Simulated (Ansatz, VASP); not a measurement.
Fe in VASP and in Ansatz

INCAR

```
SYSTEM = Fe
  PREC = Accurate
  ENCUT = 600
  EDIFF = 1E-6
  ISMEAR = -1
  SIGMA = 0.1
  LREAL = .FALSE.
  LASPH = .TRUE.
  NELM = 200
  ALGO = Normal
  ISIF = 2
  LWAVE = .FALSE.
  LCHARG = .TRUE.
  ISPIN = 2
  MAGMOM = 2.5
  LORBIT = 11
  LMAXMIX = 4
  GGA = PE
  LELF = .TRUE.
  LVHAR = .TRUE.
  NBANDS = 14
  GGA_COMPAT = .FALSE.
```

Contents of KPOINTS:

```
regular mesh
0
G
  8 8 8
  0 0 0
```

Contents of POSCAR:

```
Fe
1.0
   -1.4078893272      1.4078893272      1.4078893272
    1.4078893272     -1.4078893272      1.4078893272
    1.4078893272      1.4078893272     -1.4078893272
Fe
1
Direct
    0.0000000000      0.0000000000      0.0000000000
```

Input for Ansatz:

```yaml
crystal:
  atoms:
  - position: [0.0, 0.0, 0.0]
    spin: 2.5
    symbol: Fe
  lattice:
  - [-1.4078893272276065, 1.4078893272276065, 1.4078893272276065]
  - [1.4078893272276065, -1.4078893272276065, 1.4078893272276065]
  - [1.4078893272276065, 1.4078893272276065, -1.4078893272276065]
hamiltonian:
  dispersion: none
  pseudopotentials:
    kind: all_electron
    lapw: {basis_error: 0.025 meV}
    relativity: none
  xc: pbe
kpoints:
  mp_grid:
    grid: [8, 8, 8]
    shift: [0, 0, 0]
magnetization: {spin_polarized: true}
output: {forces: true, stress: true}
scf:
  convergence: {dr2_threshold: 1e-10 eV}
  lower_state_search: 'off'
  max_iter: 200
  occupations: {method: fermi_dirac, width: 0.1}
```

Alike in both runs: task single point; functional PBE; k mesh 8 × 8 × 8; occupations fermi-dirac, width 0.1 eV; collinear spin.

```csv
,VASP,Ansatz
version,VASP 6.6.1,Ansatz 0.2 development build
potentials or method,"VASP PAW PBE potentials, release 64 (Fe), cutoff 600 eV","all-electron full-potential LAPW, non-relativistic"
```

```tsv
	VASP	Ansatz	Ansatz less VASP
pressure (GPa)	2.3	6.0	+3.69
net moment per atom (μB)	2.09	2.08	-0.010
size of the moment on the site where the two differ most (μB)	2.08	2.13	+0.051
```

Site moments also hang on the region over which each program counts them. Ansatz ran all-electron here, and VASP with PAW potentials.

The k mesh is coarse, so the values compare programs but aren't converged.
